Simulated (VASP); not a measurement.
Here is a VASP 6.6.1 calculation.

The input INCAR:

```
SYSTEM = Rb2ScCdC6N6
ALGO = Normal ; EDIFF = 1E-6
ENCUT = 520 ; GGA = PE
ISIF = 2 ; ISMEAR = 0
LASPH = .True. ; LCHARG = .True.
LELF = .True. ; LREAL = Auto
LVHAR = .True. ; LWAVE = .False.
NBANDS = 62 ; NELM = 80
PREC = Accurate ; SIGMA = 0.1
```

KPOINTS

```
k-points
0
Gamma
  4 4 4
  0 0 0
```

Contents of POSCAR:

```
Rb2ScCdC6N6
1.0
    0.0000000000      5.7978770180      5.7978770180
    5.7978770180      0.0000000000      5.7978770180
    5.7978770180      5.7978770180      0.0000000000
Rb Sc Cd C N
2 1 1 6 6
Direct
    0.2500000000      0.2500000000      0.2500000000
    0.7500000000      0.7500000000      0.7500000000
    0.0000000000      0.0000000000      0.0000000000
    0.5000000000      0.5000000000      0.5000000000
    0.8012240091      0.1987759909      0.1987759909
    0.1987759909      0.8012240091      0.1987759909
    0.1987759909      0.1987759909      0.8012240091
    0.1987759909      0.8012240091      0.8012240091
    0.8012240091      0.1987759909      0.8012240091
    0.8012240091      0.8012240091      0.1987759909
    0.6999472378      0.3000527622      0.3000527622
    0.3000527622      0.6999472378      0.3000527622
    0.3000527622      0.3000527622      0.6999472378
    0.3000527622      0.6999472378      0.6999472378
    0.6999472378      0.3000527622      0.6999472378
    0.6999472378      0.6999472378      0.3000527622
```

Potentials or basis: VASP PAW PBE potentials, release 64 (Rb_sv, Sc_sv, Cd, C, N).

Launch:

```bash
$ cat potpaw_PBE.64/Rb_sv/POTCAR potpaw_PBE.64/Sc_sv/POTCAR potpaw_PBE.64/Cd/POTCAR potpaw_PBE.64/C/POTCAR potpaw_PBE.64/N/POTCAR > POTCAR
$ mpirun -np 1 vasp_std > vasp.out
```

(1) Predict the pressure.

(2) Estimate the largest force.

(3) Predict the band gap on the k mesh.

Results:

(1) 0.8 GPa.

(2) 0.364 eV/Å.

(3) zero (an odd number of electrons rules out a gap without spin polarisation).
